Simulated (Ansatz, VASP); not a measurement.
## MnO2: VASP beside Ansatz

File INCAR:

```
  PREC = Accurate
  ENCUT = 520
  EDIFF = 1E-6
  ISMEAR = -1
  SIGMA = 0.05
  LREAL = False
  LASPH = True
  NELM = 150
  ALGO = Normal
  ISIF = 2
  LWAVE = False
  LCHARG = True
  ISPIN = 2
  MAGMOM = 4 0 0
  LORBIT = 11
  LMAXMIX = 4
  GGA = CA
  LELF = True
  LVHAR = True
  NBANDS = 24
```

The input KPOINTS:

```
regular mesh
0
Gamma
  11 11 6
```

Contents of POSCAR:

```
MnO2
1.0
    2.8179710399      0.0000000000      0.0000000000
   -1.4089855200      2.4404345078      0.0000000000
    0.0000000000      0.0000000000      4.5391857050
Mn O
1 2
Direct
    0.0000000000      0.0000000000      0.5000000000
    0.3333333333      0.6666666667      0.7062925700
    0.6666666667      0.3333333333      0.2937074300
```

The input input.yaml:

```yaml
crystal:
  lattice:
    - [2.8179710399, 0.0, 0.0]
    - [-1.40898552, 2.4404345078, 0.0]
    - [0.0, 0.0, 4.539185705]
  atoms:
    - { symbol: Mn, position: [0.0, 0.0, 0.5], spin: 4.0 }
    - { symbol: O, position: [0.3333333333, 0.6666666667, 0.70629257] }
    - { symbol: O, position: [0.6666666667, 0.3333333333, 0.29370743] }
hamiltonian:
  xc: lda
  pseudopotentials: { kind: paw }
magnetization:
  spin_polarized: true
kpoints:
  mp_grid: { grid: [11, 11, 6] }
scf:
  occupations: { method: fermi_dirac, width: 0.05 }
output:
  forces: true
  stress: true
  eigenvalues: true
  write_density: true
  write_potential: true
  elf: true
  volumetric_format: npy
```

Alike in both runs: task single point; functional LDA; k mesh 11 × 11 × 6; occupations fermi-dirac, width 0.05 eV; collinear spin.

|  | VASP | Ansatz |
| --- | --- | --- |
| version | VASP 6.6.1 | Ansatz 0.2.0 |
| potentials or method | VASP PAW LDA potentials, release 64 (Mn_pv, O) | Ansatz PAW |
| plane-wave cutoff (eV) | 520 | 420 |
| valence electrons in the cell | 25 | 27 |

VASP gave:

* gap on the k mesh at the Fermi level (eV): 0.15
* least direct gap on the mesh (eV): 0.18
* pressure (GPa): 0.4
* traceless stress, the component that is largest in VASP (GPa): -0.34
* rms of the force components (eV/Å): 0.075
* net moment per atom (μB): 1.00
* size of the moment on the site where the two differ most (μB): 2.74

**Question.** Which values does Ansatz return?

**Answer.** gap on the k mesh at the Fermi level (eV): 0.29; least direct gap on the mesh (eV): 0.32; pressure (GPa): -0.6; traceless stress, the component that is largest in VASP (GPa): 0.13; rms of the force components (eV/Å): 0.023; net moment per atom (μB): 1.00; size of the moment on the site where the two differ most (μB): 2.42.

LDA's correlation is that of Perdew and Zunger in VASP and of Perdew and Wang (1992) in Ansatz. Site moments also hang on the region over which each program counts them. Atom by atom the forces differ by 0.052 eV/Å (rms over components). VASP's potentials hold 25 valence electrons a cell and Ansatz's 27, so a difference there can come from the potentials and not from the codes.

Noted on Ansatz's run: Pulay correction over one GPa; odd divisions of the mesh miss points on the zone boundary, where band edges often lie, so the gap on the mesh can be too wide.
